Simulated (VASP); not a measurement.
Here is a VASP 6.6.1 calculation.

File INCAR:

```
SYSTEM = Ge
PREC = Accurate ; ENCUT = 520
EDIFF = 1E-7 ; ISMEAR = -1
SIGMA = 0.05 ; LREAL = .FALSE.
LASPH = .TRUE. ; NELM = 100
ALGO = Normal ; ISIF = 2
LWAVE = .FALSE. ; LCHARG = .FALSE.
NBANDS = 21
```

Contents of KPOINTS:

```
Automatic mesh
0
G
  12 12 12
  0 0 0
```

POSCAR

```
Ge
1.0
    0.0000000000      2.8289100000      2.8289100000
    2.8289100000      0.0000000000      2.8289100000
    2.8289100000      2.8289100000      0.0000000000
Ge
2
Direct
    0.7500000000      0.7500000000      0.7500000000
    0.5000000000      0.5000000000      0.5000000000
```

Potentials or basis: VASP PAW LDA potentials, release 64 (Ge_d).

Command:

```sh
$ cat potpaw_LDA.64/Ge_d/POTCAR > POTCAR
$ mpirun -np 1 vasp_std > vasp.out
```

(1) What does it give for the pressure?

(2) Estimate the band gap on the k mesh.

Answers

(1) -1.1 GPa.

(2) zero (filled and empty bands touch).

**Experimental background.**

“Electronic and optical properties of SixGe1-x-ySny alloys lattice-matched to Ge”, 2021, arxiv:2109.02782 reports, for a bulk crystal of Ge at 293 K: band gap 0.666 eV (indirect).

Against the measured gap of Ge, 0.666 eV (indirect; 293 K; “Electronic and optical properties of SixGe1-x-ySny alloys lattice-matched to Ge”, 2021, arxiv:2109.02782), the calculated 0.00 eV is off by -0.67 eV. 3 values of this kind are on record (0.666 to 0.807 eV); this one was drawn at random among those near their median. Spin-orbit coupling on Ge is left out. The value is that of LDA on a finite k mesh, which can miss the band edges, without temperature or zero-point motion. Semilocal functionals fall short of measured gaps as a rule.
